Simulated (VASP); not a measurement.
A run of VASP 6.6.1:

The input INCAR:

```
PREC = Accurate
ENCUT = 520
EDIFF = 1E-6
ISMEAR = 0
SIGMA = 0.01
LREAL = F
LASPH = T
NELM = 100
ALGO = Normal
ISIF = 2
LWAVE = F
LCHARG = F
GGA = PE
NBANDS = 9
```

KPOINTS

```
regular mesh
0
Gamma
  10 10 10
```

POSCAR

```
LiH
1.0
    0.0000000000      2.0209000000      2.0209000000
    2.0209000000      0.0000000000      2.0209000000
    2.0209000000      2.0209000000      0.0000000000
Li H
1 1
Direct
    0.0000000000      0.0000000000      0.0000000000
    0.5000000000      0.5000000000      0.5000000000
```

Potentials or basis: VASP PAW PBE potentials, release 64 (Li_sv, H).

Command:

```sh
$ cat potpaw_PBE.64/Li_sv/POTCAR potpaw_PBE.64/H/POTCAR > POTCAR
$ mpirun -np 1 vasp_std > vasp.out
```

Hardware: 1 thread of Intel Xeon 8259CL, with other jobs on the host.

Task: Estimate the wall time of this run.

Result: Wall time 11 s on 1 thread of Intel Xeon 8259CL, with other jobs on the host, peak memory 0.13 GiB. Counts: scf iterations 11, k points 47.
